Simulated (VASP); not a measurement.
Input of a VASP 6.6.1 run:

Contents of INCAR:

```
  ALGO = Normal
  DIPOL = 0.5 0.5 0.303
  EDIFF = 1E-6
  ENCUT = 520
  GGA = CA
  IDIPOL = 3
  ISIF = 2
  ISMEAR = 0
  LASPH = T
  LCHARG = F
  LDIPOL = T
  LREAL = F
  LWAVE = F
  NBANDS = 38
  NELM = 100
  PREC = Accurate
  SIGMA = 0.1
```

KPOINTS

```
k-points
0
Gamma
  6 3 1
```

Contents of POSCAR:

```
HC6
1.0
    4.8895256614      0.0000000000      0.0000000000
   -1.2223814153      8.7849592876      0.0000000000
    0.0000000000      0.0000000000     22.7474729025
C H
12 2
Direct
    0.0193612757      0.0774451030      0.1758437088
    0.5193612758      0.0774451030      0.1758437088
    0.2742015947      0.0968063788      0.2059542860
    0.7742015947      0.0968063788      0.2059542860
    0.2838822326      0.1355289303      0.2661754406
    0.7838822326      0.1355289303      0.2661754406
    0.0386279421      0.1545151615      0.2955067254
    0.5386279421      0.1545151615      0.2955067254
    0.0488684834      0.1954807970      0.3583587359
    0.5488684834      0.1954807970      0.3583587359
    0.3031723044      0.2126952264      0.3845470194
    0.8031723044      0.2126952264      0.3845470194
    0.0488684834      0.0694885815      0.4324644300
    0.0488684834      0.3214730126      0.4324644300
```

Potentials or basis: VASP PAW LDA potentials, release 64 (C, H).

Launch:

```bash
$ cat potpaw_LDA.64/C/POTCAR potpaw_LDA.64/H/POTCAR > POTCAR
$ mpirun -np 1 vasp_std > vasp.out
```

Problem. Predict the largest force.

Solution. 4.305 eV/Å.

Forces in eV/Å, atoms in the order of the input:
```
C    0.017  0.484  2.078
C    0.008  0.594  1.988
C    0.066 -0.829 -3.333
C   -0.094 -0.981 -3.493
C    0.212  0.160  1.016
C   -0.191  0.339  1.118
C    0.008  0.478  0.957
C   -0.018  0.119  0.417
C   -0.188 -1.365 -4.079
C    0.246 -0.325 -1.260
C   -1.017 -0.699  3.128
C    1.303  2.052  3.057
H    1.375  1.704 -0.628
H   -1.728 -1.732 -0.966
```
